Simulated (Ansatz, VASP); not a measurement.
**One calculation of SiGe, two programs**

```
Si Ge
1.0
     3.98103    0.00000    0.00000
    -1.99051    3.44767    0.00000
     0.00000    0.00000    6.57730
Si Ge
2 2
Direct
  0.66667 0.33333 0.87461
  0.33333 0.66667 0.37461
  0.66667 0.33333 0.50039
  0.33333 0.66667 0.00039
```

Alike in both runs: task single point; functional r2SCAN; k mesh 12 × 12 × 6; occupations gaussian, width 0.05 eV; no spin polarisation.

|  | VASP | Ansatz |
| --- | --- | --- |
| version | VASP 6.6.1 | Ansatz 0.2.0 |
| potentials or method | VASP PAW PBE potentials, release 64 (Si, Ge_d), cutoff 520 eV | scalar-relativistic, plane waves, PAW |
| valence electrons in the cell | 36 | 36 |

|  | VASP | Ansatz | Ansatz less VASP |
| --- | --- | --- | --- |
| gap on the k mesh at the Fermi level (eV) | 0.60 | 0.61 | +0.007 |
| pressure (GPa) | -4.3 | -4.3 | +0.06 |
| rms of the force components (eV/Å) | 0.003 | 0.004 | +0.0013 |

VASP's potentials were made for PBE, not for r2SCAN. Atom by atom the forces differ by 0.001 eV/Å (rms over components).
